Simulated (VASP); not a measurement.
Input of a VASP 6.6.1 run:

INCAR

```
  ALGO = Fast
  EDIFF = 1E-6
  ENCUT = 520
  GGA = CA
  ISIF = 2
  ISMEAR = 0
  LASPH = True
  LCHARG = True
  LELF = True
  LREAL = False
  LVHAR = True
  LWAVE = False
  NBANDS = 24
  NELM = 100
  PREC = Accurate
  SIGMA = 0.15
```

File KPOINTS:

```
k-points
0
Gamma
  12 12 8
```

The input POSCAR:

```
Al3Cu2
1.0
    4.1029648401      0.0000000000      0.0000000000
   -2.0514824200      3.5532717824      0.0000000000
    0.0000000000      0.0000000000      4.8166428933
Al Cu
3 2
Direct
    0.0000000000      0.0000000000      0.0000000000
    0.3333333333      0.6666666667      0.3508928116
    0.6666666667      0.3333333333      0.6491071884
    0.3333333333      0.6666666667      0.8415870660
    0.6666666667      0.3333333333      0.1584129340
```

Potentials or basis: VASP PAW LDA potentials, release 64 (Al, Cu).

The run is started by

```console
$ cat potpaw_LDA.64/Al/POTCAR potpaw_LDA.64/Cu/POTCAR > POTCAR
$ mpirun -np 1 vasp_std > vasp.out
```

(1) What does it give for the largest force?

(2) Predict the pressure.

(3) Predict the band gap on the k mesh.

## Answers

(1) 0.147 eV/Å.

(2) 0.8 GPa.

(3) zero (an odd number of electrons rules out a gap without spin polarisation).

Caveat: the stress differs along the axes, from -2 to 6 GPa.
